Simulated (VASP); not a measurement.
A run of VASP 6.6.1 is set up as follows.

INCAR

```
SYSTEM = HfH3
ALGO = Normal
EDIFF = 1E-8
ENCUT = 520
IBRION = 8
ISIF = 2
ISMEAR = 0
LASPH = .True.
LCHARG = .False.
LREAL = .False.
LWAVE = .False.
NELM = 80
NSW = 1
PREC = Accurate
SIGMA = 0.1
```

File KPOINTS:

```
k-points
0
Gamma
  14 14 14
  0 0 0
```

POSCAR

```
HfH3
1.0
   -1.5265120000      1.5265120000      3.0340320000
    1.5265120000     -1.5265120000      3.0340320000
    1.5265120000      1.5265120000     -3.0340320000
Hf H
1 3
Direct
    0.0000000000      0.0000000000      0.0000000000
    0.7500000000      0.2500000000      0.5000000000
    0.2500000000      0.7500000000      0.5000000000
    0.5000000000      0.5000000000      0.0000000000
```

Potentials or basis: VASP PAW LDA potentials, release 64 (Hf_pv, H).

Launch:

```bash
$ cat potpaw_LDA.64/Hf_pv/POTCAR potpaw_LDA.64/H/POTCAR > POTCAR
$ mpirun -np 1 vasp_std > vasp.out
```

Question: Estimate the highest phonon frequency at Γ.

Answer: 1128 cm⁻¹.

Phonon frequencies in cm⁻¹ (negative: imaginary):
| q point | frequencies |
| --- | --- |
| (0.000, 0.000, 0.000) | 0 0 0 619 619 716 983 988 988 1103 1128 1128 |

Caveat: the cell stands under pressure or tension, which shifts response properties.
